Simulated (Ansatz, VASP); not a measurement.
**NbTe in VASP and in Ansatz**

The input INCAR:

```
SYSTEM = NbTe
  ALGO = Normal
  EDIFF = 1E-6
  ENCUT = 520
  GGA = PE
  ISIF = 2
  ISMEAR = 0
  LASPH = .TRUE.
  LCHARG = .FALSE.
  LREAL = .FALSE.
  LWAVE = .FALSE.
  NBANDS = 16
  NELM = 100
  PREC = Accurate
  SIGMA = 0.1
```

File KPOINTS:

```
k-points
0
G
  6 6 6
  0 0 0
```

POSCAR

```
NbTe
1.0
    3.7014677400      0.0000000000      0.0000000000
    0.0000000000      3.7014677400      0.0000000000
    0.0000000000      0.0000000000      3.7014677400
Nb Te
1 1
Direct
    0.5000000000      0.5000000000      0.5000000000
    0.0000000000      0.0000000000      0.0000000000
```

Input for Ansatz:

```yaml
crystal:
  lattice:
    - [3.70146774, 0.0, 0.0]
    - [0.0, 3.70146774, 0.0]
    - [0.0, 0.0, 3.70146774]
  atoms:
    - { symbol: Nb, position: [0.5, 0.5, 0.5] }
    - { symbol: Te, position: [0.0, 0.0, 0.0] }
basis:
  ecutwfc: 420
kpoints:
  mp_grid: { grid: [6, 6, 6] }
hamiltonian:
  xc: pbe
scf:
  occupations: { method: gaussian, width: 0.1 }
  lower_state_search: "off"
output:
  forces: true
  stress: true
  eigenvalues: true
```

Alike in both runs: task single point; functional PBE; k mesh 6 × 6 × 6; occupations gaussian, width 0.1 eV; no spin polarisation.

```csv
,VASP,Ansatz
version,VASP 6.6.1,Ansatz 0.2.0
potentials or method,"VASP PAW PBE potentials, release 64 (Nb_sv, Te), cutoff 520 eV","scalar-relativistic, plane waves, PAW"
valence electrons in the cell,19,29
```

|  | VASP | Ansatz | Ansatz less VASP |
| --- | --- | --- | --- |
| gap on the k mesh at the Fermi level (eV) | none | none | - |
| pressure (GPa) | -17.7 | -17.6 | +0.11 |

A gap of «none» marks a metal or a gap that the smearing closes. VASP's potentials hold 19 valence electrons a cell and Ansatz's 29, so a difference there can come from the potentials and not from the codes.

Spin-orbit coupling is off throughout.
